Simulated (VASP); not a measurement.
Sn4HO8 (a cell with a defect), 13 atoms in the cell. The cell holds a defect, 13 atoms: a = 5.812 Å, b = 5.812 Å, c = 5.814 Å, α = 108.08°, β = 108.08°, γ = 112.28°. 

* Program: VASP 6.6.1
* Task: single point
* Functional: PBE
* Potentials or basis: VASP PAW PBE potentials, release 64 (Sn_d, O, H)
* Cutoff: 520 eV
* k mesh: 3 × 3 × 3
* Occupations: gaussian, width 0.02 eV
* Spin: no spin polarisation
* Dipole correction: no
* Charge: 1
* Further INCAR settings: ALGO = Normal; EDIFF = 1e-07; NBANDS = 64; NELECT = 104.0

Potentials or basis: VASP PAW PBE potentials, release 64 (Sn_d, O, H).

Launch:

```sh
$ cat potpaw_PBE.64/Sn_d/POTCAR potpaw_PBE.64/O/POTCAR potpaw_PBE.64/H/POTCAR > POTCAR
$ mpirun -np 1 vasp_std > vasp.out
```

Hardware: 1 thread of AMD EPYC 7571, with other jobs on the host.

**Question.** Estimate the wall time of this run.

**Answer.** Run time: 5.9 min on 1 thread of AMD EPYC 7571, with other jobs on the host, peak memory 0.32 GiB. Counts: scf iterations 17, k points 10.
